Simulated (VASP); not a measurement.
# CdTe (F-43m) in VASP: single point with PBE

Aim: the single point of CdTe with PBE.

Program: VASP 6.6.1. These are calculated values, not measurements. Logs are shortened: lines on timing, memory, paths and dates and some standing lists are left out, and cuts for length are marked.

### Step 1. The cell of the first run

The structure is cubic, space group F-43m (No. 216). The conventional cell has a = 6.410 Å, b = 6.410 Å, c = 6.410 Å, α = 90.00°, β = 90.00°, γ = 90.00°. Within 3.7 Å of Cd (site symmetry -43m) lie 4 Te at 2.78 Å. Within 3.7 Å of Te (site symmetry -43m) lie 4 Cd at 2.78 Å.

### Step 2. Single point, PBE

File INCAR:

```
PREC = Accurate
ENCUT = 520
EDIFF = 1E-6
ISMEAR = 0
SIGMA = 0.05
LREAL = F
LASPH = T
NELM = 60
ALGO = Normal
ISIF = 2
LWAVE = F
LCHARG = T
GGA = PE
LELF = T
LVHAR = T
NBANDS = 46
```

File KPOINTS:

```
Automatic mesh
0
Gamma
  4 4 4
```

File POSCAR:

```
CdTe
1.0
    6.4100000000      0.0000000000      0.0000000000
    0.0000000000     -6.4100000000      0.0000000000
    0.0000000000      0.0000000000     -6.4100000000
Cd Te
4 4
Direct
    0.0000000000      0.5000000000      0.5000000000
    0.5000000000      0.0000000000      0.5000000000
    0.5000000000      0.5000000000      0.0000000000
    0.0000000000      0.0000000000      0.0000000000
    0.7500000000      0.7500000000      0.7500000000
    0.2500000000      0.2500000000      0.7500000000
    0.2500000000      0.7500000000      0.2500000000
    0.7500000000      0.2500000000      0.2500000000
```

Potentials or basis: VASP PAW PBE potentials, release 64 (Cd, Te).

Command:

```bash
$ cat potpaw_PBE.64/Cd/POTCAR potpaw_PBE.64/Te/POTCAR > POTCAR
$ mpirun -np 1 vasp_std > vasp.out
```

OUTCAR:

```text
PREC = Accurate
   ENCUT = 520
   EDIFF = 1E-6
   ISMEAR = 0
   LREAL = F
   LASPH = T
   NELM = 60
   ISIF = 2
   GGA = PE

 ion  position               nearest neighbor table
   1  0.000  0.500  0.500-   5 2.78   6 2.78   7 2.78   8 2.78
   2  0.500  0.000  0.500-   5 2.78   6 2.78   7 2.78   8 2.78
   3  0.500  0.500  0.000-   5 2.78   6 2.78   7 2.78   8 2.78
   4  0.000  0.000  0.000-   5 2.78   6 2.78   7 2.78   8 2.78
   5  0.750  0.750  0.750-   1 2.78   2 2.78   3 2.78   4 2.78
   6  0.250  0.250  0.750-   1 2.78   2 2.78   3 2.78   4 2.78
   7  0.250  0.750  0.250-   1 2.78   2 2.78   3 2.78   4 2.78
   8  0.750  0.250  0.250-   1 2.78   2 2.78   3 2.78   4 2.78

  LATTYP: Found a simple cubic cell.
 ALAT       =     6.4100000000

  Lattice vectors:

 A1 = (   6.4100000000,   0.0000000000,   0.0000000000)
 A2 = (   0.0000000000,  -6.4100000000,   0.0000000000)
 A3 = (   0.0000000000,   0.0000000000,  -6.4100000000)

Analysis of symmetry for initial positions (statically):
=====================================================================
 Subroutine PRICEL returns following result:

  LATTYP: Found a face centered cubic cell.
 ALAT       =     6.4100000000

  Lattice vectors:

 A1 = (   3.2050000000,   3.2050000000,   0.0000000000)
 A2 = (   3.2050000000,   0.0000000000,  -3.2050000000)
 A3 = (   0.0000000000,   3.2050000000,  -3.2050000000)

   4 primitive cells build up your supercell.

 Routine SETGRP: Setting up the symmetry group for a
 simple cubic supercell.

 Subroutine GETGRP returns: Found 24 space group operations
 (whereof 24 operations were pure point group operations)
 out of a pool of 48 trial point group operations.

The static configuration has the point symmetry T_d .

Analysis of symmetry for dynamics (positions and initial velocities):
=====================================================================
 Subroutine PRICEL returns following result:

  LATTYP: Found a face centered cubic cell.
 ALAT       =     6.4100000000

  Lattice vectors:

 A1 = (   3.2050000000,   3.2050000000,   0.0000000000)
 A2 = (   3.2050000000,   0.0000000000,  -3.2050000000)
 A3 = (   0.0000000000,   3.2050000000,  -3.2050000000)

   4 primitive cells build up your supercell.

 Routine SETGRP: Setting up the symmetry group for a
 simple cubic supercell.

 Subroutine GETGRP returns: Found 24 space group operations
 (whereof 24 operations were pure point group operations)
 out of a pool of 48 trial point group operations.

The dynamic configuration has the point symmetry T_d .

 Subroutine INISYM returns: Found 24 space group operations
 (whereof 24 operations are pure point group operations),
 and found     4 'primitive' translations

----------------------------------------------------------------------------------------

                                     Primitive cell

  volume of cell :      65.8437

  direct lattice vectors                    reciprocal lattice vectors
     3.205000000  3.205000000  0.000000000     0.156006240  0.156006240  0.156006240
     3.205000000  0.000000000 -3.205000000     0.156006240 -0.156006240 -0.156006240
     0.000000000  3.205000000 -3.205000000    -0.156006240  0.156006240 -0.156006240

  length of vectors
     4.532554467  4.532554467  4.532554467     0.270210734  0.270210734  0.270210734

  position of ions in fractional coordinates (direct lattice)
     0.000000000  0.000000000  0.000000000
     0.250000000  0.250000000  0.250000000

  ion indices of the primitive-cell ions
   primitive index   ion index
                 1           1
                 2           5

----------------------------------------------------------------------------------------

 KPOINTS: Automatic mesh

Automatic generation of k-mesh.
 Grid dimensions read from file:
 generate k-points for:    4    4    4

 Generating k-lattice:

  Cartesian coordinates                     Fractional coordinates (reciprocal lattice)
     0.039001560  0.000000000  0.000000000     0.250000000  0.000000000  0.000000000
     0.000000000 -0.039001560  0.000000000     0.000000000  0.250000000  0.000000000
     0.000000000  0.000000000 -0.039001560     0.000000000  0.000000000  0.250000000

  Length of vectors
     0.039001560  0.039001560  0.039001560

  Shift w.r.t. Gamma in fractional coordinates (k-lattice)
     0.000000000  0.000000000  0.000000000

 Subroutine IBZKPT returns following result:
 ===========================================

 Found     10 irreducible k-points:

 Following reciprocal coordinates:
            Coordinates               Weight
  0.000000  0.000000  0.000000      1.000000
  0.250000  0.000000  0.000000      6.000000
  0.500000  0.000000  0.000000      3.000000
  0.250000  0.250000  0.000000     12.000000
  0.500000  0.250000  0.000000     12.000000
  0.500000  0.500000  0.000000      3.000000
  0.250000  0.250000  0.250000      8.000000
  0.500000  0.250000  0.250000     12.000000
  0.500000  0.500000  0.250000      6.000000
  0.500000  0.500000  0.500000      1.000000
   k-points           NKPTS =     10   k-points in BZ     NKDIM =     10   number of bands    NBANDS=     46
   number of dos      NEDOS =    301   number of ions     NIONS =      8
   total plane-waves  NPLWV = 110592
   dimension x,y,z NGX =    48 NGY =   48 NGZ =   48
   dimension x,y,z NGXF=    96 NGYF=   96 NGZF=   96
   ions per type =               4   4
   NGX,Y,Z   is equivalent  to a cutoff of  12.45, 12.45, 12.45 a.u.
   NGXF,Y,Z  is equivalent  to a cutoff of  24.90, 24.90, 24.90 a.u.
 SYSTEM =  unknown system
   PREC   = accura    normal or accurate (medium, high low for compatibility)
   ISTART =      0    job   : 0-new  1-cont  2-samecut
   ICHARG =      2    charge: 1-file 2-atom 10-const
   ISPIN  =      1    spin polarized calculation?
   LNONCOLLINEAR =      F non collinear calculations
   LSORBIT =      F    spin-orbit coupling
   LASPH  =      T    aspherical Exc in radial PAW
   ENCUT  =  520.0 eV  38.22 Ry    6.18 a.u.  11.92 11.92 11.92*2*pi/ulx,y,z
   NELM   =     60;   NELMIN=  2; NELMDL= -5     # of ELM steps
   EDIFF  = 0.1E-05   stopping-criterion for ELM
   LREAL  =      F    real-space projection
   EDIFFG = 0.1E-04   stopping-criterion for IOM
   NSW    =      0    number of steps for IOM
   IBRION =     -1    ionic relax: 0-MD 1-quasi-New 2-CG
   NFREE  =      0    steps in history (QN), initial steepest desc. (CG)
   ISIF   =      2    stress and relaxation
   ISYM   =      2    0-nonsym 1-usesym 2-fastsym
   POTIM  = 0.5000    time-step for ionic-motion
   TEBEG  =    0.0;   TEEND  =   0.0 temperature during run
   PSTRESS=    0.0 pullay stress
   NELECT =      72.0000    total number of electrons
   NUPDOWN=      -1.0000    fix difference up-down
   EMIN   =  10.00;   EMAX   =-10.00  energy-range for DOS
   EFERMI =   0.00;   METHOD = LEGACY
   ISMEAR =     0;   SIGMA  =   0.05  broadening in eV -4-tet -1-fermi 0-gaus
   EFERMI_NEDOS =   21; number of points for ismear=-14 and -15
   IALGO  =     38    algorithm
   IMIX   =      4    mixing-type and parameters
     AMIX     =   0.40;   BMIX     =  1.00
     AMIX_MAG =   1.60;   BMIX_MAG =  1.00
  volume/ion in A,a.u.               =      32.92       222.17
  Fermi-wavevector in a.u.,A,eV,Ry     =   1.062497  2.007828 15.359610  1.128899
  Thomas-Fermi vector in A             =   2.197950
   LORBIT       =      0    0 simple, 1 ext, 2 COOP (PROOUT), +10 PAW based schemes
   GGA     = PE    functional components
   LHFCALC =     F    Hartree Fock is set to
   AEXX    =    0.0000 exact exchange contribution
   IVDW    =     0    specifies the selected vdW correction
   LEPSILON=     F    determine dielectric tensor
   LRPA    =     F    only Hartree local field effects (RPA)
 non-spin polarized calculation
 Gauss-broadening in eV      SIGMA  =   0.05
  energy-cutoff  :      520.00
  volume of cell :      263.37
 maximum number of plane-waves:      7123
 NGX is ok and might be reduce to    48
   NGX = 23   NGY = 23   NGZ = 23

 number of electron      71.9999993 magnetization

 Free energy of the ion-electron system (eV)
  ---------------------------------------------------
  ext. energy  EPLUGINS =         0.00000000
  ---------------------------------------------------
  free energy    TOTEN  =       -18.90527783 eV

  energy without entropy =      -18.90527783  energy(sigma->0) =      -18.90527783

 E-fermi :   2.8991     XC(G=0):  -8.7319

 val. band max:        2.6547928498   @ k =   0.0000   0.0000   0.0000
 cond. band min:       3.5280898496   @ k =   0.0000   0.0000   0.0000
 fundamental gap:      0.8732969997
 Fermi energy:         2.8990810557

 k-point     1 :       0.0000    0.0000    0.0000
  band No.  band energies     occupation
      1      -8.7137      2.00000
      2      -8.1560      2.00000
      3      -8.1560      2.00000
      4      -8.1560      2.00000
      5      -5.7524      2.00000
      6      -5.7524      2.00000
[... 38 lines left out ...]
     45       7.2316      0.00000
     46       7.2316      0.00000

 k-point     2 :       0.2500    0.0000    0.0000
  band No.  band energies     occupation
      1      -8.6301      2.00000
      2      -8.2332      2.00000
      3      -8.1570      2.00000
      4      -8.1570      2.00000
      5      -5.7284      2.00000
      6      -5.7284      2.00000
[... 38 lines left out ...]
     45       7.8304      0.00000
     46       7.8304      0.00000

 k-point     3 :       0.5000    0.0000    0.0000
  band No.  band energies     occupation
      1      -8.4285      2.00000
      2      -8.4285      2.00000
      3      -8.1580      2.00000
      4      -8.1580      2.00000
      5      -5.6674      2.00000
      6      -5.6674      2.00000
[... 38 lines left out ...]
     45       8.2586      0.00000
     46       8.2586      0.00000

 k-point     4 :       0.2500    0.2500    0.0000
  band No.  band energies     occupation
      1      -8.5582      2.00000
      2      -8.2221      2.00000
      3      -8.2221      2.00000
      4      -8.1683      2.00000
      5      -5.7265      2.00000
      6      -5.7129      2.00000
[... 38 lines left out ...]
     45       7.5682      0.00000
     46       8.1014      0.00000

 k-point     5 :       0.5000    0.2500    0.0000
  band No.  band energies     occupation
      1      -8.3868      2.00000
      2      -8.3868      2.00000
      3      -8.1953      2.00000
      4      -8.1953      2.00000
      5      -5.6825      2.00000
      6      -5.6825      2.00000
[... 38 lines left out ...]
     45       8.1062      0.00000
     46       8.1231      0.00000

 k-point     6 :       0.5000    0.5000    0.0000
  band No.  band energies     occupation
      1      -8.2889      2.00000
      2      -8.2889      2.00000
      3      -8.2889      2.00000
      4      -8.2889      2.00000
      5      -5.6644      2.00000
      6      -5.6644      2.00000
[... 38 lines left out ...]
     45       8.3731      0.00000
     46       8.3731      0.00000

 k-point     7 :       0.2500    0.2500    0.2500
  band No.  band energies     occupation
      1      -8.4984      2.00000
      2      -8.2218      2.00000
      3      -8.2218      2.00000
      4      -8.2218      2.00000
      5      -5.7131      2.00000
      6      -5.7131      2.00000
[... 38 lines left out ...]
     45       7.8015      0.00000
     46       8.0906      0.00000

 k-point     8 :       0.5000    0.2500    0.2500
  band No.  band energies     occupation
      1      -8.3569      2.00000
      2      -8.3569      2.00000
      3      -8.2216      2.00000
      4      -8.2216      2.00000
      5      -5.6872      2.00000
      6      -5.6872      2.00000
[... 38 lines left out ...]
     45       8.4621      0.00000
     46       8.4621      0.00000

 k-point     9 :       0.5000    0.5000    0.2500
  band No.  band energies     occupation
      1      -8.2874      2.00000
      2      -8.2874      2.00000
      3      -8.2874      2.00000
      4      -8.2874      2.00000
      5      -5.6741      2.00000
      6      -5.6741      2.00000
[... 38 lines left out ...]
     45       8.1129      0.00000
     46       8.1129      0.00000

 k-point    10 :       0.5000    0.5000    0.5000
  band No.  band energies     occupation
      1      -8.2859      2.00000
      2      -8.2859      2.00000
      3      -8.2859      2.00000
      4      -8.2859      2.00000
      5      -5.6830      2.00000
      6      -5.6830      2.00000
[... 38 lines left out ...]
     45       7.8274      0.00000
     46       7.8274      0.00000

------------------------ aborting loop because EDIFF is reached ----------------------------------------

  FORCE on cell =-STRESS in cart. coord.  units (eV):
  Direction    XX          YY          ZZ          XY          YZ          ZX
  --------------------------------------------------------------------------------------
  -------------------------------------------------------------------------------------
  Total        7.2103058      7.2103058      7.2103058      0.0000000     -0.0000000     -0.0000000
  in kB       43.8621766     43.8621766     43.8621766      0.0000000     -0.0000000     -0.0000000
  external PRESSURE =      43.8621766 kB  Pullay stress =       0.0000000 kB

 VOLUME and BASIS-vectors are now :
 -----------------------------------------------------------------------------
  energy-cutoff  :      520.00
  volume of cell :      263.37
      direct lattice vectors                 reciprocal lattice vectors
     6.410000000  0.000000000  0.000000000     0.156006240  0.000000000  0.000000000
     0.000000000 -6.410000000  0.000000000     0.000000000 -0.156006240  0.000000000
     0.000000000  0.000000000 -6.410000000     0.000000000  0.000000000 -0.156006240

 POSITION                                       TOTAL-FORCE (eV/Angst)
 -----------------------------------------------------------------------------------
      0.00000     -3.20500     -3.20500         0.000000      0.000000      0.000000
      3.20500      0.00000     -3.20500        -0.000000     -0.000000      0.000000
      3.20500     -3.20500      0.00000        -0.000000     -0.000000     -0.000000
      0.00000      0.00000      0.00000        -0.000000     -0.000000      0.000000
      4.80750     -4.80750     -4.80750         0.000000      0.000000     -0.000000
      1.60250     -1.60250     -4.80750         0.000000      0.000000     -0.000000
      1.60250     -4.80750     -1.60250         0.000000     -0.000000     -0.000000
      4.80750     -1.60250     -1.60250         0.000000      0.000000     -0.000000
 -----------------------------------------------------------------------------------
    total drift:                                0.000000     -0.000000      0.000000

  FREE ENERGIE OF THE ION-ELECTRON SYSTEM (eV)
  ---------------------------------------------------
  free  energy   TOTEN  =       -18.9052778261 eV

  energy  without entropy=      -18.9052778261  energy(sigma->0) =      -18.90527783
```

It took 2.8 min on 1 thread of AMD EPYC 7R43 (Zen 3), shared host; peak memory 0.35 GiB.

What came out:

| Quantity | Value |
| --- | --- |
| Free energy | -18.9053 eV |
| Pressure | 4.4 GPa |
| Band gap on the k mesh | 0.87 eV |

Levels at points of the mesh, in eV from the valence-band top:
```tsv
k point	band 33	band 34	band 35	band 36	band 37	band 38	band 39	band 40
(0.00, 0.00, 0.00)	-1.98	0.00	0.00	0.00	0.87	2.53	2.53	2.53
(0.50, 0.00, 0.00)	-1.16	-1.16	-1.16	-1.16	2.97	2.97	3.34	3.34
(0.50, 0.50, 0.00)	-0.86	-0.86	-0.86	-0.86	3.20	3.20	3.20	3.20
(0.50, 0.50, 0.50)	-0.83	-0.83	-0.83	-0.83	1.85	1.85	1.85	1.85
```

Caveat: the cell stands under pressure; spin-orbit coupling is left out, which moves the levels of the heavy elements.
